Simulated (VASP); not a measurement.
FeO, 2 atoms in the cell. Symmetry: Fm-3m, No. 225, cubic system. The conventional cell has a = 4.258 Å, b = 4.258 Å, c = 4.258 Å, α = 90.00°, β = 90.00°, γ = 90.00°. Fe (site symmetry m-3m) has 6 O at 2.13 Å within 2.8 Å. O (site symmetry m-3m) has 6 Fe at 2.13 Å within 2.8 Å. 

```yaml
Program: VASP 6.6.1
Task: single point
Functional: PBE
Potentials_or_basis: VASP PAW PBE potentials, release 64 (Fe, O)
Cutoff: 600 eV
k_mesh: 6 × 6 × 6
Occupations: fermi-dirac, width 0.1 eV
Spin: collinear spin, ferromagnetic start
Starting_moments: "[3.76, 0.35] μB"
Dipole_correction: no
Further_INCAR_settings: ALGO = Normal; EDIFF = 1e-06; NBANDS = 18
```

Potentials or basis: VASP PAW PBE potentials, release 64 (Fe, O).

Command:

```console
$ cat potpaw_PBE.64/Fe/POTCAR potpaw_PBE.64/O/POTCAR > POTCAR
$ mpirun -np 1 vasp_std > vasp.out
```

Hardware: 1 thread of Intel Xeon 8259CL, with other jobs on the host.

**Question.** How long does it take, and how much memory?

**Answer.** Wall time 49 s on 1 thread of Intel Xeon 8259CL, with other jobs on the host, peak memory 0.12 GiB. Counts: scf iterations 15, k points 16.
